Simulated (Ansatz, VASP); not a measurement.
**One calculation of Ga3Se, two programs**

```
CELL_PARAMETERS angstrom
4.43246 0.00000 0.00000
0.00000 4.43246 0.00000
0.00000 0.00000 4.43246
ATOMIC_POSITIONS crystal
Se 0.00000 0.00000 0.00000
Ga 0.50000 0.50000 0.00000
Ga 0.50000 0.00000 0.50000
Ga 0.00000 0.50000 0.50000
```

Alike in both runs: task relaxation of cell and atoms; functional r2SCAN; k mesh 6 × 6 × 6; occupations fermi-dirac, width 0.05 eV; no spin polarisation.

```csv
,VASP,Ansatz
version,VASP 6.6.1,Ansatz 0.2.0
potentials or method,"VASP PAW PBE potentials, release 64 (Se, Ga_d)",Ansatz PAW
plane-wave cutoff (eV),600,500
valence electrons in the cell,45,55
```

```csv
,VASP,Ansatz,Ansatz less VASP
"gap on the k mesh at the Fermi level, each at its own relaxed structure (eV)",none,none,-
relaxed volume (Å³/atom),20.82,20.83,+0.008
relaxed length of the cell vector where the two differ most in proportion (Å),4.367,4.368,+0.0006
```

VASP's potentials were made for PBE, not for r2SCAN. A gap of «none» marks a metal or a gap that the smearing closes. VASP's potentials hold 45 valence electrons a cell and Ansatz's 55, so a difference there can come from the potentials and not from the codes.

Noted on Ansatz's run: the plane-wave basis is chosen anew once the cell has moved, so the energies of steps on either side of that aren't comparable.
